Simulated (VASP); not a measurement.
Input of a VASP 6.6.1 run:

The input INCAR:

```
SYSTEM = HfO2
PREC = Accurate ; ENCUT = 520
EDIFF = 1E-6 ; ISMEAR = -1
SIGMA = 0.05 ; LREAL = .FALSE.
LASPH = .TRUE. ; NELM = 100
ALGO = Normal ; ISIF = 2
LWAVE = .FALSE. ; LCHARG = .FALSE.
GGA = PS ; NBANDS = 31
```

File KPOINTS:

```
Automatic mesh
0
G
  8 8 5
  0 0 0
```

The input POSCAR:

```
HfO2
1.0
    3.4853863102      0.0000000000      0.0000000000
    0.0000000000      3.4853863102      0.0000000000
    0.0000000000      0.0000000000      5.0662833975
Hf O
2 4
Direct
    0.0000000000      0.0000000000      0.0000000000
    0.5000000000      0.5000000000      0.5000000000
    0.0000000000      0.5000000000      0.1972078800
    0.5000000000      0.0000000000      0.3027921200
    0.5000000000      0.0000000000      0.8027921200
    0.0000000000      0.5000000000      0.6972078800
```

Potentials or basis: VASP PAW PBE potentials, release 64 (Hf_pv, O).

Launch:

```sh
$ cat potpaw_PBE.64/Hf_pv/POTCAR potpaw_PBE.64/O/POTCAR > POTCAR
$ mpirun -np 1 vasp_std > vasp.out
```

Q: What does it give for the band gap on the k mesh?

A: 4.84 eV (least direct gap 4.97 eV).

Q: What does it give for the pressure?

A: 16.8 GPa.

Q: What does it give for the largest force?

A: 0.451 eV/Å.

Stress tensor (GPa, compression positive):
```
17.86  0.00  0.00
 0.00 17.86  0.00
 0.00  0.00 14.73
```

Caveat: the cell stands under pressure; the PAW data sets were made with another functional, which shifts forces and pressure a little; spin-orbit coupling is left out, which moves the levels of the heavy elements; an odd mesh through Γ misses points on the zone boundary, where band edges can lie.
